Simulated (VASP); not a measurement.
Here is a VASP 6.6.1 calculation.

File INCAR:

```
SYSTEM = Rh
ALGO = Normal
EDIFF = 1E-6
ENCUT = 520
GGA = PE
ISIF = 2
ISMEAR = -1
LASPH = .TRUE.
LCHARG = .FALSE.
LREAL = .FALSE.
LWAVE = .FALSE.
NBANDS = 14
NELM = 100
PREC = Accurate
SIGMA = 0.05
```

KPOINTS

```
k-points
0
G
  18 18 18
  0 0 0
```

POSCAR

```
Rh
1.0
   -1.4903440594      1.4903440594      1.4903440594
    1.4903440594     -1.4903440594      1.4903440594
    1.4903440594      1.4903440594     -1.4903440594
Rh
1
Direct
    0.0000000000      0.0000000000      0.0000000000
```

Potentials or basis: VASP PAW PBE potentials, release 64 (Rh_pv).

Launch:

```console
$ cat potpaw_PBE.64/Rh_pv/POTCAR > POTCAR
$ mpirun -np 1 vasp_std > vasp.out
```

(1) What does it give for the pressure?

(2) Predict the band gap on the k mesh.

## Answers

(1) 26.1 GPa.

(2) zero (an odd number of electrons rules out a gap without spin polarisation).

Caveat: the cell stands under pressure.
